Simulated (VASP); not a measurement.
A run of VASP 6.6.1 is set up as follows.

Contents of INCAR:

```
SYSTEM = Fe3W
  ALGO = Normal
  EDIFF = 1E-6
  ENCUT = 520
  GGA = PS
  ISIF = 2
  ISMEAR = -1
  ISPIN = 2
  LASPH = .TRUE.
  LCHARG = .FALSE.
  LMAXMIX = 4
  LORBIT = 11
  LREAL = .FALSE.
  LWAVE = .FALSE.
  MAGMOM = 4.5 4.5 4.5 0
  NBANDS = 31
  NELM = 150
  PREC = Accurate
  SIGMA = 0.15
```

Contents of KPOINTS:

```
k-points
0
G
  5 5 5
  0 0 0
```

File POSCAR:

```
Fe3W
1.0
    3.6203470735      0.0000000000      0.0000000000
    0.0000000000      3.6203470735      0.0000000000
    0.0000000000      0.0000000000      3.6203470735
Fe W
3 1
Direct
    0.0000000000      0.5000000000      0.5000000000
    0.5000000000      0.0000000000      0.5000000000
    0.5000000000      0.5000000000      0.0000000000
    0.0000000000      0.0000000000      0.0000000000
```

Potentials or basis: VASP PAW PBE potentials, release 64 (Fe, W_sv).

Command:

```sh
$ cat potpaw_PBE.64/Fe/POTCAR potpaw_PBE.64/W_sv/POTCAR > POTCAR
$ mpirun -np 1 vasp_std > vasp.out
```

Problem. Predict the site moments.

Solution. Fe +0.65; W -0.25 μB.

Problem. What does it give for the pressure?

Solution. -11.0 GPa.

Caveat: the PAW data sets were made with another functional, which shifts forces and pressure a little.
